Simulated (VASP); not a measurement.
Write the native input for VASP 6.6.1 that does the following.

```yaml
Task: single point
Functional: PBE
Potentials_or_basis: VASP PAW PBE potentials, release 64 (Si, Ge_d)
Cutoff: 520 eV
k_mesh: 2 × 2 × 2
Occupations: gaussian, width 0.02 eV
Spin: no spin polarisation
Dipole_correction: no
Further_INCAR_settings: LREAL = Auto; ALGO = Normal; EDIFF = 1e-06; NBANDS = 53
```

The structure of Si16Ge (a cell with a defect) lies in POSCAR:

```
Si16Ge
1.0
    0.0000000000      5.4300000000      5.4300000000
    5.4300000000      0.0000000000      5.4300000000
    5.4300000000      5.4300000000      0.0000000000
Si Ge
16 1
Direct
   -0.0030433691      0.0027359343      0.0028221793
    0.1273598072      0.1236808519      0.1237169731
   -0.0052098954      0.0049148554      0.4944762009
    0.1226330069      0.1365039989      0.6173325620
   -0.0050651745      0.4945580101      0.0048472518
    0.1230235675      0.6172469185      0.1365938185
   -0.0000203747      0.4997309265      0.4998191571
    0.1178367600      0.6226107636      0.6223086971
    0.5000065693     -0.0002963569     -0.0002542409
    0.6247144207      0.1236401869      0.1237447478
    0.5051609247      0.0047534485      0.4946225806
    0.6240253931      0.1243084296      0.6270895769
    0.5053192156      0.4943981195      0.0050004409
    0.6240528976      0.6270471375      0.1243845936
    0.5031823267      0.4965438204      0.4966191741
    0.6367581351      0.6222216873      0.6227012815
    0.2499491894      0.7497752680      0.7498655057
```

These files were run (other wordings do the same):

INCAR

```
SYSTEM = Si16Ge
ALGO = Normal
EDIFF = 1E-6
ENCUT = 520
GGA = PE
ISIF = 2
ISMEAR = 0
LASPH = .TRUE.
LCHARG = .FALSE.
LREAL = Auto
LWAVE = .FALSE.
NBANDS = 53
NELM = 80
PREC = Accurate
SIGMA = 0.02
```

KPOINTS

```
k-points
0
G
  2 2 2
  0 0 0
```

Potentials or basis: VASP PAW PBE potentials, release 64 (Si, Ge_d).

Run with:

```sh
$ cat potpaw_PBE.64/Si/POTCAR potpaw_PBE.64/Ge_d/POTCAR > POTCAR
$ mpirun -np 1 vasp_std > vasp.out
```

It gave:

```json
{
  "Pressure": "6.7 GPa",
  "Largest force": "0.007 eV/Å",
  "Band gap on the k mesh": "zero (band 39 reaches 7.00 eV, above the bottom of band 40 at 6.67 eV)"
}
```

Caveat: the k points lie up to 0.50 Å⁻¹ apart.

Wall time 2 min on 1 thread of Intel(R) Xeon(R) 6975P-C (Granite Rapids), on a shared host, peak memory 0.49 GiB.
